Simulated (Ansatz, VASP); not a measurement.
# Two plane-wave programs on TiO2

```
Ti O
1.0
    -1.89832    1.89832    4.46840
     1.89832   -1.89832    4.46840
     1.89832    1.89832   -4.46840
Ti O
2 4
Direct
  0.00000 0.00000 0.00000
  0.75000 0.25000 0.50000
  0.20611 0.20611 0.00000
  0.95611 0.45611 0.50000
  0.54389 0.04389 0.50000
  0.79389 0.79389 0.00000
```

Change from the starting cell: strain -0.0750 x Voigt [0, 0, 1, 0, 0, 0], atoms carried along.

Alike in both runs: task single point; functional r2SCAN; k mesh 8 × 8 × 8; occupations gaussian, width 0.05 eV; no spin polarisation; Hubbard terms Ti d U = 4.0 eV.

|  | VASP | Ansatz |
| --- | --- | --- |
| version | VASP 6.6.1 | Ansatz 0.2.0 |
| potentials or method | VASP PAW PBE potentials, release 64 (Ti_sv, O), cutoff 520 eV | scalar-relativistic, plane waves, PAW |
| valence electrons in the cell | 48 | 48 |

```csv
,VASP,Ansatz,Ansatz less VASP
gap on the k mesh at the Fermi level (eV),3.45,3.42,-0.031
least direct gap on the mesh (eV),3.73,3.67,-0.055
pressure (GPa),30.5,24.1,-6.42
"traceless stress, the component that is largest in VASP (GPa)",25.04,23.62,-1.420
rms of the force components (eV/Å),1.223,1.062,-0.1602
```

VASP's potentials were made for PBE, not for r2SCAN. The programs project onto different local orbitals, so the same U acts differently, and such runs can settle in different states. Atom by atom the forces differ by 0.160 eV/Å (rms over components).
